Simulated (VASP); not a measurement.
# MgS (F-43m) in VASP: a series of runs

Aim: see how the results for MgS move with the level of theory and the settings. Levels: HSE06, PBE0. Tasks: single point.

All numbers are computed with VASP 6.6.1; they aren't measurements. Logs are shortened: lines on timing, memory, paths and dates and some standing lists are left out, and cuts for length are marked.

## 1. The cell of the first run

Symmetry: F-43m, No. 216, cubic system. The conventional cell has a = 5.590 Å, b = 5.590 Å, c = 5.590 Å, α = 90.00°, β = 90.00°, γ = 90.00°. S (site symmetry -43m) has 4 Mg at 2.42 Å within 3.2 Å. Mg (site symmetry -43m) has 4 S at 2.42 Å within 3.2 Å.

## 2. Single point, HSE06

File POSCAR:

```
MgS
1.0
    0.0000000000      2.7948299470      2.7948299470
    2.7948299470      0.0000000000      2.7948299470
    2.7948299470      2.7948299470      0.0000000000
S Mg
1 1
Direct
    0.2500000000      0.2500000000      0.2500000000
    0.0000000000      0.0000000000      0.0000000000
```

File INCAR.step1:

```
SYSTEM = MgS
PREC = Accurate
ENCUT = 520
EDIFF = 1E-5
ISMEAR = -1
SIGMA = 0.05
LREAL = .FALSE.
LASPH = .TRUE.
NELM = 80
ALGO = Normal
ISIF = 2
LWAVE = .TRUE.
LCHARG = .FALSE.
GGA = PE
NBANDS = 11
```

File INCAR.step2:

```
SYSTEM = MgS
PREC = Accurate
ENCUT = 520
EDIFF = 1E-7
ISMEAR = -1
SIGMA = 0.05
LREAL = .FALSE.
LASPH = .TRUE.
NELM = 80
ALGO = Normal
ISIF = 2
LWAVE = .FALSE.
LCHARG = .FALSE.
GGA = PE
LHFCALC = .TRUE.
HFSCREEN = 0.2079
PRECFOCK = Normal
ISTART = 1
NBANDS = 11
```

File KPOINTS:

```
Automatic mesh
0
G
  6 6 6
  0 0 0
```

Potentials or basis: VASP PAW PBE potentials, release 64 (S, Mg).

On the command line:

```sh
> cat potpaw_PBE.64/S/POTCAR potpaw_PBE.64/Mg/POTCAR > POTCAR
> cp INCAR.step1 INCAR
> mpirun -np 1 vasp_std > vasp.out
> cp INCAR.step2 INCAR
> mpirun -np 1 vasp_std > vasp.out
```

OUTCAR:

```text
SYSTEM = MgS
   PREC = Accurate
   ENCUT = 520
   EDIFF = 1E-7
   ISMEAR = -1
   LREAL = .FALSE.
   LASPH = .TRUE.
   NELM = 80
   ISIF = 2
   GGA = PE
   LHFCALC = .TRUE.
   HFSCREEN = 0.2079
   PRECFOCK = Normal
   ISTART = 1

 ion  position               nearest neighbor table
   1  0.250  0.250  0.250-   2 2.42   2 2.42   2 2.42   2 2.42
   2  0.000  0.000  0.000-   1 2.42   1 2.42   1 2.42   1 2.42

  LATTYP: Found a face centered cubic cell.
 ALAT       =     5.5896598940

  Lattice vectors:

 A1 = (   0.0000000000,   2.7948299470,   2.7948299470)
 A2 = (   2.7948299470,   0.0000000000,   2.7948299470)
 A3 = (   2.7948299470,   2.7948299470,   0.0000000000)

Analysis of symmetry for initial positions (statically):
=====================================================================
 Subroutine PRICEL returns:
 Original cell was already a primitive cell.

 Routine SETGRP: Setting up the symmetry group for a
 face centered cubic supercell.

 Subroutine GETGRP returns: Found 24 space group operations
 (whereof 24 operations were pure point group operations)
 out of a pool of 48 trial point group operations.

The static configuration has the point symmetry T_d .

Analysis of symmetry for dynamics (positions and initial velocities):
=====================================================================
 Subroutine PRICEL returns:
 Original cell was already a primitive cell.

 Routine SETGRP: Setting up the symmetry group for a
 face centered cubic supercell.

 Subroutine GETGRP returns: Found 24 space group operations
 (whereof 24 operations were pure point group operations)
 out of a pool of 48 trial point group operations.

The dynamic configuration has the point symmetry T_d .

 Subroutine INISYM returns: Found 24 space group operations
 (whereof 24 operations are pure point group operations),
 and found     1 'primitive' translations

----------------------------------------------------------------------------------------

                                     Primitive cell

  volume of cell :      43.6612

  direct lattice vectors                    reciprocal lattice vectors
     0.000000000  2.794829947  2.794829947    -0.178901761  0.178901761  0.178901761
     2.794829947  0.000000000  2.794829947     0.178901761 -0.178901761  0.178901761
     2.794829947  2.794829947  0.000000000     0.178901761  0.178901761 -0.178901761

  length of vectors
     3.952486416  3.952486416  3.952486416     0.309866940  0.309866940  0.309866940

  position of ions in fractional coordinates (direct lattice)
     0.250000000  0.250000000  0.250000000
     0.000000000  0.000000000  0.000000000

  ion indices of the primitive-cell ions
   primitive index   ion index
                 1           1
                 2           2

----------------------------------------------------------------------------------------

 KPOINTS: Automatic mesh

Automatic generation of k-mesh.
 Grid dimensions read from file:
 generate k-points for:    6    6    6

 Generating k-lattice:

  Cartesian coordinates                     Fractional coordinates (reciprocal lattice)
    -0.029816960  0.029816960  0.029816960     0.166666667  0.000000000  0.000000000
     0.029816960 -0.029816960  0.029816960     0.000000000  0.166666667  0.000000000
     0.029816960  0.029816960 -0.029816960     0.000000000  0.000000000  0.166666667

  Length of vectors
     0.051644490  0.051644490  0.051644490

  Shift w.r.t. Gamma in fractional coordinates (k-lattice)
     0.000000000  0.000000000  0.000000000

 Subroutine IBZKPT returns following result:
 ===========================================

 Found     16 irreducible k-points:

 Following reciprocal coordinates:
            Coordinates               Weight
  0.000000  0.000000  0.000000      1.000000
  0.166667  0.000000  0.000000      8.000000
  0.333333  0.000000  0.000000      8.000000
  0.500000  0.000000  0.000000      4.000000
  0.166667  0.166667  0.000000      6.000000
  0.333333  0.166667  0.000000     24.000000
[... 8 lines left out ...]
 -0.333333  0.333333  0.166667     24.000000
 -0.333333  0.500000  0.166667     12.000000
   k-points           NKPTS =     16   k-points in BZ     NKDIM =    216   number of bands    NBANDS=     11
   number of dos      NEDOS =    301   number of ions     NIONS =      2
   total plane-waves  NPLWV =  27000
   dimension x,y,z NGX =    30 NGY =   30 NGZ =   30
   dimension x,y,z NGXF=    60 NGYF=   60 NGZF=   60
   ions per type =               1   1
   NGX,Y,Z   is equivalent  to a cutoff of  12.62, 12.62, 12.62 a.u.
   NGXF,Y,Z  is equivalent  to a cutoff of  25.24, 25.24, 25.24 a.u.
 SYSTEM =  MgS
   PREC   = accura    normal or accurate (medium, high low for compatibility)
   ISTART =      1    job   : 0-new  1-cont  2-samecut
   ICHARG =      0    charge: 1-file 2-atom 10-const
   ISPIN  =      1    spin polarized calculation?
   LNONCOLLINEAR =      F non collinear calculations
   LSORBIT =      F    spin-orbit coupling
   LASPH  =      T    aspherical Exc in radial PAW
   ENCUT  =  520.0 eV  38.22 Ry    6.18 a.u.   7.35  7.35  7.35*2*pi/ulx,y,z
   NELM   =     80;   NELMIN=  2; NELMDL=  0     # of ELM steps
   EDIFF  = 0.1E-06   stopping-criterion for ELM
   LREAL  =      F    real-space projection
   EDIFFG = 0.1E-05   stopping-criterion for IOM
   NSW    =      0    number of steps for IOM
   IBRION =     -1    ionic relax: 0-MD 1-quasi-New 2-CG
   NFREE  =      0    steps in history (QN), initial steepest desc. (CG)
   ISIF   =      2    stress and relaxation
   ISYM   =      3    0-nonsym 1-usesym 2-fastsym
   POTIM  = 0.5000    time-step for ionic-motion
   TEBEG  =    0.0;   TEEND  =   0.0 temperature during run
   PSTRESS=    0.0 pullay stress
   NELECT =       8.0000    total number of electrons
   NUPDOWN=      -1.0000    fix difference up-down
   EMIN   =  10.00;   EMAX   =-10.00  energy-range for DOS
   EFERMI =   0.00;   METHOD = LEGACY
   ISMEAR =    -1;   SIGMA  =   0.05  broadening in eV -4-tet -1-fermi 0-gaus
   EFERMI_NEDOS =   21; number of points for ismear=-14 and -15
   IALGO  =     38    algorithm
   IMIX   =      1    mixing-type and parameters
     AMIX     =   0.40;   BMIX     =  1.00
     AMIX_MAG =   1.60;   BMIX_MAG =  1.00
  volume/ion in A,a.u.               =      21.83       147.32
  Fermi-wavevector in a.u.,A,eV,Ry     =   0.929835  1.757134 11.763515  0.864594
  Thomas-Fermi vector in A             =   2.056160
   LORBIT       =      0    0 simple, 1 ext, 2 COOP (PROOUT), +10 PAW based schemes
   GGA     = PE    functional components
   LHFCALC =     T    Hartree Fock is set to
   PRECFOCK=normal    Normal, Fast or Accurate (Low or Medium for compatibility)
   ENCUT4O =  -1.0   cutoff for four orbital integrals eV
   NKREDX  =     1    reduce k-point grid by
   NKREDY  =     1    reduce k-point grid by
   NKREDZ  =     1    reduce k-point grid by
   AEXX    =    0.2500 exact exchange contribution
   HFSCREEN=    0.2079 screening length (either q_TF or 0.3 A-1)
   HFSCREENC=   0.2079 screening length for correlation (either q_TF or 0.3 A-1)
   ENCUTFOCK=  -1.0 apply spherical cutoff to Coloumb kernel
   IVDW    =     0    specifies the selected vdW correction
   LEPSILON=     F    determine dielectric tensor
   LRPA    =     F    only Hartree local field effects (RPA)
 non-spin polarized calculation
  energy-cutoff  :      520.00
  volume of cell :       43.66
 maximum number of plane-waves:      1243
 NGX is ok and might be reduce to    30
  NGX = 24; NGY = 24; NGZ = 24

 number of electron       8.0000000 magnetization

 Free energy of the ion-electron system (eV)
  ---------------------------------------------------
  ext. energy  EPLUGINS =         0.00000000
  ---------------------------------------------------
  free energy    TOTEN  =        -9.83405491 eV

  energy without entropy =       -9.83405491  energy(sigma->0) =       -9.83405491

 E-fermi :   1.5798     XC(G=0):  -7.1366

 val. band max:        0.5709788523   @ k =   0.0000   0.0000   0.0000
 cond. band min:       5.2913218661   @ k =   0.0000   0.0000   0.0000
 fundamental gap:      4.7203430138
 Fermi energy:         1.5798247379

 k-point     1 :       0.0000    0.0000    0.0000
  band No.  band energies     occupation
      1     -11.9925      2.00000
      2       0.5710      2.00000
      3       0.5710      2.00000
      4       0.5710      2.00000
      5       5.2913      0.00000
      6       9.8653      0.00000
      7       9.8653      0.00000
      8       9.8653      0.00000
      9      12.8630      0.00000
     10      12.8630      0.00000
     11      15.9480      0.00000

 k-point     2 :       0.1667    0.0000    0.0000
  band No.  band energies     occupation
      1     -11.8132      2.00000
      2      -0.5859      2.00000
      3       0.4696      2.00000
      4       0.4696      2.00000
      5       6.3262      0.00000
      6       9.6269      0.00000
      7      10.1398      0.00000
      8      10.1398      0.00000
      9      12.2138      0.00000
     10      12.2138      0.00000
     11      14.8221      0.00000

 k-point     3 :       0.3333    0.0000    0.0000
  band No.  band energies     occupation
      1     -11.4094      2.00000
      2      -2.2531      2.00000
      3       0.2842      2.00000
      4       0.2842      2.00000
      5       6.9967      0.00000
      6       9.7892      0.00000
      7       9.7892      0.00000
      8      10.1992      0.00000
      9      13.2961      0.00000
     10      13.2961      0.00000
     11      14.2147      0.00000

 k-point     4 :       0.5000    0.0000    0.0000
  band No.  band energies     occupation
      1     -11.1776      2.00000
      2      -2.9670      2.00000
      3       0.1989      2.00000
      4       0.1989      2.00000
      5       6.9456      0.00000
      6       9.4632      0.00000
      7       9.4632      0.00000
      8      10.6163      0.00000
      9      15.1450      0.00000
     10      15.4278      0.00000
     11      15.4278      0.00000

 k-point     5 :       0.1667    0.1667    0.0000
  band No.  band energies     occupation
      1     -11.7537      2.00000
      2      -0.5418      2.00000
      3       0.2293      2.00000
      4       0.2293      2.00000
      5       6.6526      0.00000
      6       8.9642      0.00000
      7      10.6781      0.00000
      8      10.6781      0.00000
      9      10.6901      0.00000
     10      13.3659      0.00000
     11      16.8992      0.00000
[... 99 lines left out ...]
 k-point    13 :       0.5000    0.5000    0.0000
  band No.  band energies     occupation
      1     -10.9133      2.00000
      2      -2.6017      2.00000
      3      -0.6081      2.00000
      4      -0.6081      2.00000
      5       5.3985      0.00000
      6       7.3755      0.00000
      7      13.6095      0.00000
      8      14.6589      0.00000
      9      14.6589      0.00000
     10      16.2574      0.00000
     11      16.2584      0.00000

 k-point    14 :       0.5000    0.3333    0.1667
  band No.  band energies     occupation
      1     -11.1327      2.00000
      2      -2.1596      2.00000
      3      -0.9126      2.00000
      4      -0.2108      2.00000
      5       7.3831      0.00000
      6       9.0184      0.00000
      7       9.4257      0.00000
      8      11.9047      0.00000
      9      12.8383      0.00000
     10      15.9134      0.00000
     11      16.7446      0.00000

 k-point    15 :      -0.3333    0.3333    0.1667
  band No.  band energies     occupation
      1     -10.9749      2.00000
      2      -2.2888      2.00000
      3      -1.3077      2.00000
      4      -0.4386      2.00000
      5       7.4401      0.00000
      6       8.9629      0.00000
      7      10.4679      0.00000
      8      11.3166      0.00000
      9      13.4479      0.00000
     10      15.3538      0.00000
     11      16.6945      0.00000

 k-point    16 :      -0.3333    0.5000    0.1667
  band No.  band energies     occupation
      1     -10.9051      2.00000
      2      -2.2462      2.00000
      3      -1.1965      2.00000
      4      -0.8478      2.00000
      5       6.5853      0.00000
      6       8.7026      0.00000
      7      11.4539      0.00000
      8      11.5554      0.00000
      9      14.9448      0.00000
     10      16.2076      0.00000
     11      16.2560      0.00000

------------------------ aborting loop because EDIFF is reached ----------------------------------------

  FORCE on cell =-STRESS in cart. coord.  units (eV):
  Direction    XX          YY          ZZ          XY          YZ          ZX
  --------------------------------------------------------------------------------------
  -------------------------------------------------------------------------------------
  Total        0.6389766      0.6389766      0.6389766      0.0000000     -0.0000000      0.0000000
  in kB       23.4476525     23.4476525     23.4476525      0.0000000     -0.0000000      0.0000000
  external PRESSURE =      23.4476525 kB  Pullay stress =       0.0000000 kB

 VOLUME and BASIS-vectors are now :
 -----------------------------------------------------------------------------
  energy-cutoff  :      520.00
  volume of cell :       43.66
      direct lattice vectors                 reciprocal lattice vectors
     0.000000000  2.794829947  2.794829947    -0.178901761  0.178901761  0.178901761
     2.794829947  0.000000000  2.794829947     0.178901761 -0.178901761  0.178901761
     2.794829947  2.794829947  0.000000000     0.178901761  0.178901761 -0.178901761

 POSITION                                       TOTAL-FORCE (eV/Angst)
 -----------------------------------------------------------------------------------
      1.39741      1.39741      1.39741         0.000000     -0.000000     -0.000000
      0.00000      0.00000      0.00000        -0.000000      0.000000      0.000000
 -----------------------------------------------------------------------------------
    total drift:                                0.000000      0.000000      0.000000

  FREE ENERGIE OF THE ION-ELECTRON SYSTEM (eV)
  ---------------------------------------------------
  free  energy   TOTEN  =        -9.8340549126 eV

  energy  without entropy=       -9.8340549125  energy(sigma->0) =       -9.83405491
```

Run time: 21 min. Hardware: 1 thread of Intel Xeon Platinum 8259CL at 2.50GHz (Skylake/Cascade Lake), shared host; peak memory 0.29 GiB.

What came out:

- Free energy: -9.8341 eV
- Pressure: 2.3 GPa
- Band gap on the k mesh: 4.72 eV

Levels at points of the mesh, in eV from the valence-band top:
```csv
k point,band 1,band 2,band 3,band 4,band 5,band 6,band 7,band 8
"(0.00, 0.00, 0.00)",-12.56,0.00,0.00,0.00,4.72,9.29,9.29,9.29
"(0.50, 0.00, 0.00)",-11.75,-3.54,-0.37,-0.37,6.37,8.89,8.89,10.05
"(0.50, 0.50, 0.00)",-11.48,-3.17,-1.18,-1.18,4.83,6.80,13.04,14.09
```

Caveat: the PAW data sets were made with another functional, which shifts forces and pressure a little. A k mesh can miss the band edges.

## 3. Single point, HSE06

This run uses another cell than the first one, of 22.29 Å³/atom.

File POSCAR:

```
MgS
1.0
    0.0000000000      2.8141052454      2.8141052454
    2.8141052454      0.0000000000      2.8141052454
    2.8141052454      2.8141052454      0.0000000000
S Mg
1 1
Direct
    0.2500000000      0.2500000000      0.2500000000
    0.0000000000      0.0000000000      0.0000000000
```

File INCAR.step1:

```
SYSTEM = MgS
PREC = Accurate ; ENCUT = 520
EDIFF = 1E-5 ; ISMEAR = -1
SIGMA = 0.05 ; LREAL = .FALSE.
LASPH = .TRUE. ; NELM = 60
ALGO = Normal ; ISIF = 2
LWAVE = .TRUE. ; NBANDS = 11
GGA = PE
```

File INCAR.step2:

```
SYSTEM = MgS
PREC = Accurate ; ENCUT = 520
EDIFF = 1E-6 ; ISMEAR = -1
SIGMA = 0.05 ; LREAL = .FALSE.
LASPH = .TRUE. ; NELM = 60
ALGO = Normal ; ISIF = 2
LWAVE = .FALSE. ; LCHARG = .TRUE.
GGA = PE ; LHFCALC = .TRUE.
HFSCREEN = 0.2079 ; PRECFOCK = Normal
LELF = .TRUE. ; LVHAR = .TRUE.
NBANDS = 11 ; ISTART = 1
```

KPOINTS is that of step 2.

Potentials or basis: VASP PAW PBE potentials, release 64 (S, Mg).

On the command line:

```sh
> cat potpaw_PBE.64/S/POTCAR potpaw_PBE.64/Mg/POTCAR > POTCAR
> cp INCAR.step1 INCAR
> mpirun -np 1 vasp_std > vasp.out
> cp INCAR.step2 INCAR
> mpirun -np 1 vasp_std > vasp.out
```

Wall time 16 min (1 thread of Intel Xeon Platinum 8259CL at 2.50GHz (Skylake/Cascade Lake), shared host); peak memory 0.29 GiB.

The run converged. Its results:

```
Free energy            : -9.8436 eV
Pressure               : 1.0 GPa
Band gap on the k mesh : 4.61 eV
```

Levels at points of the mesh, in eV from the valence-band top:
```tsv
k point	band 1	band 2	band 3	band 4	band 5	band 6	band 7	band 8	band 9
(0.00, 0.00, 0.00)	-12.49	0.00	0.00	0.00	4.61	9.24	9.24	9.24	12.24
(0.50, 0.00, 0.00)	-11.71	-3.46	-0.37	-0.37	6.29	8.86	8.86	9.94	14.40
(0.50, 0.50, 0.00)	-11.45	-3.11	-1.15	-1.15	4.84	6.77	12.82	13.91	13.91
```

Caveat: the PAW data sets were made with another functional, which shifts forces and pressure a little.

## 4. Single point, HSE06

This run uses another cell than the first one, of 24.10 Å³/atom.

File POSCAR:

```
MgS
1.0
    0.0000000000      2.8886855272      2.8886855272
    2.8886855272      0.0000000000      2.8886855272
    2.8886855272      2.8886855272      0.0000000000
S Mg
1 1
Direct
    0.2500000000      0.2500000000      0.2500000000
    0.0000000000      0.0000000000      0.0000000000
```

File INCAR.step1:

```
SYSTEM = MgS
  ALGO = Normal
  EDIFF = 1E-5
  ENCUT = 520
  GGA = PE
  ISIF = 2
  ISMEAR = -1
  LASPH = .TRUE.
  LCHARG = .FALSE.
  LREAL = .FALSE.
  LWAVE = .TRUE.
  NBANDS = 11
  NELM = 60
  PREC = Accurate
  SIGMA = 0.05
```

File INCAR.step2:

```
SYSTEM = MgS
  ALGO = Normal
  EDIFF = 1E-7
  ENCUT = 520
  GGA = PE
  HFSCREEN = 0.2079
  ISIF = 2
  ISMEAR = -1
  ISTART = 1
  LASPH = .TRUE.
  LCHARG = .FALSE.
  LHFCALC = .TRUE.
  LREAL = .FALSE.
  LWAVE = .FALSE.
  NBANDS = 11
  NELM = 60
  PREC = Accurate
  PRECFOCK = Normal
  SIGMA = 0.05
```

File KPOINTS:

```
k-points
0
G
  6 6 6
  0 0 0
```

On the command line:

```sh
> cat potpaw_PBE.64/S/POTCAR potpaw_PBE.64/Mg/POTCAR > POTCAR
> cp INCAR.step1 INCAR
> mpirun -np 1 vasp_std > vasp.out
> cp INCAR.step2 INCAR
> mpirun -np 1 vasp_std > vasp.out
```

It took 24 min on 1 thread of Intel Xeon 8259CL, shared host; peak memory 0.26 GiB.

The run converged. Its results:

* Free energy: -9.8141 eV
* Pressure: -3.3 GPa
* Band gap on the k mesh: 4.19 eV

Levels at points of the mesh, in eV from the valence-band top:
| k point | band 1 | band 2 | band 3 | band 4 | band 5 | band 6 | band 7 | band 8 |
| --- | --- | --- | --- | --- | --- | --- | --- | --- |
| (0.00, 0.00, 0.00) | -12.22 | 0.00 | 0.00 | 0.00 | 4.19 | 9.01 | 9.01 | 9.01 |
| (0.50, 0.00, 0.00) | -11.56 | -3.18 | -0.34 | -0.34 | 5.98 | 8.72 | 8.72 | 9.53 |
| (0.50, 0.50, 0.00) | -11.35 | -2.87 | -1.05 | -1.05 | 4.89 | 6.64 | 12.03 | 13.24 |

Caveat: the cell stands under tension; the PAW data sets were made with another functional, which shifts forces and pressure a little.

[end of part 1 of 2]
